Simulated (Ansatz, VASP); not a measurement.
**Ba in VASP and in Ansatz**

```xyz
1
Lattice="-2.5065 2.5065 2.5065 2.5065 -2.5065 2.5065 2.5065 2.5065 -2.5065" Properties=species:S:1:pos:R:3 pbc="T T T"
Ba    0.0000    0.0000    0.0000
```

Alike in both runs: functional PBEsol; k mesh 4 × 4 × 4; occupations fermi-dirac, width 0.05 eV; no spin polarisation.

|  | VASP | Ansatz |
| --- | --- | --- |
| version | VASP 6.6.1 | Ansatz 0.2.0 |
| potentials or method | VASP PAW PBE potentials, release 64 (Ba_sv) | Ansatz PAW |
| plane-wave cutoff (eV) | 520 | 420 |
| valence electrons in the cell | 10 | 10 |
| task | single point | band structure |

```csv
,VASP,Ansatz,Ansatz less VASP
gap on the k mesh at the Fermi level (eV),none,none,-
pressure (GPa),-0.4,-0.4,-0.05
```

VASP's potentials were made for PBE, not for PBEsol. A gap of «none» marks a metal or a gap that the smearing closes. The functional is the same, so the differences come from potentials, cutoffs and numerics.

The k mesh is coarse, so the values compare programs but aren't converged. Neither program's run includes spin-orbit coupling.
